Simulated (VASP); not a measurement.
# TaGa2: relaxation of cell and atoms with PBE

Crystal: TaGa2.

```
Ta Ga
1.0
     0.00000    3.11455    3.11455
     3.11455    0.00000    3.11455
     3.11455    3.11455    0.00000
Ta Ga
1 2
Direct
  0.00000 0.00000 0.00000
  0.25000 0.25000 0.25000
  0.75000 0.75000 0.75000
```

The cell was generated, and may not be a known phase.

- Program: VASP 6.6.1
- Task: relaxation of cell and atoms
- Functional: PBE
- Potentials or basis: VASP PAW PBE potentials, release 64 (Ta_pv, Ga_d)
- Cutoff: 600 eV
- k mesh: 14 × 14 × 14
- Occupations: gaussian, width 0.1 eV
- Spin: no spin polarisation
- Dipole correction: no
- Further INCAR settings: ALGO = Fast; EDIFF = 1e-07; IBRION = 2; EDIFFG = -0.01; NSW = 100; ISIF = 3

- Relaxed volume: 20.23 Å³/atom
- Relaxed cell: a = 4.411 Å, b = 4.411 Å, c = 4.411 Å, α = 60.00°, β = 60.00°, γ = 60.00°
- Space group after relaxing (to 0.1 Å): Fm-3m (No. 225)
- Energy gained by relaxing: 0.1 meV/atom
- Ionic steps: 3
- Pressure after relaxing: 0.0 GPa
- Band gap on the k mesh: zero (an odd number of electrons rules out a gap without spin polarisation)

The path:
| step | energy change (eV) | largest force (eV/Å) | pressure (GPa) | volume (Å³) |
| --- | --- | --- | --- | --- |
| 1 | 0.0000 | 0.0000 | 0.40 | 60.42 |
| 2 | -0.0002 | 0.0000 | -0.27 | 60.87 |
| 3 | -0.0003 | 0.0000 | -0.01 | 60.69 |

Final structure:
```xyz
3
Lattice="0.0000 3.1190 3.1190 3.1190 0.0000 3.1190 3.1190 3.1190 0.0000" Properties=species:S:1:pos:R:3 pbc="T T T"
Ta    0.0000    0.0000    0.0000
Ga    1.5595    1.5595    1.5595
Ga    4.6785    4.6785    4.6785
```

Levels at points of the mesh, in eV from the Fermi level:
| k point | band 15 | band 16 | band 17 | band 18 | band 19 | band 20 | band 21 | band 22 |
| --- | --- | --- | --- | --- | --- | --- | --- | --- |
| (0.00, 0.00, 0.00) | -2.76 | -2.76 | -2.76 | -0.98 | 0.26 | 0.26 | 5.30 | 5.30 |
| (0.50, 0.00, 0.00) | -6.41 | -2.09 | -2.09 | -0.72 | 0.63 | 0.63 | 1.49 | 1.49 |
| (0.50, 0.50, 0.00) | -5.54 | -4.94 | -1.30 | -1.30 | 0.01 | 0.09 | 0.09 | 0.86 |

It took 4.3 min on 1 thread of Intel(R) Xeon(R) 6975P-C (Granite Rapids), with other jobs on the host, peak memory 0.33 GiB.

Caveat: spin-orbit coupling is left out, which moves the levels of the heavy elements.
